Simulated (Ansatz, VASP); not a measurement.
## One calculation of CdTe, two programs

```
Cd Te
1.0
     4.61014    0.00000    0.00000
     2.30507    3.99250    0.00000
     2.30507    1.33083    3.76416
Cd Te
1 1
Direct
  0.00000 0.00000 0.00000
  0.25000 0.25000 0.25000
```

Alike in both runs: functional PBE; dispersion D3(BJ); k mesh 5 × 5 × 5; no spin polarisation.

Ansatz relaxed the structure, and its values are those at the end. VASP's run is a single point on that final structure, the one shown.

|  | VASP | Ansatz |
| --- | --- | --- |
| version | VASP 6.6.1 | Ansatz 0.2.0 |
| potentials or method | VASP PAW PBE potentials, release 64 (Cd, Te) | plane waves, PAW |
| plane-wave cutoff (eV) | 500 | 420 |
| occupations | gaussian, width 0.01 eV | fixed |
| valence electrons in the cell | 18 | 36 |

|  | VASP | Ansatz | Ansatz less VASP |
| --- | --- | --- | --- |
| pressure (GPa) | 0.1 | 0.0 | -0.13 |

VASP's potentials hold 18 valence electrons a cell and Ansatz's 36, so a difference there can come from the potentials and not from the codes.

Neither program's run includes spin-orbit coupling.
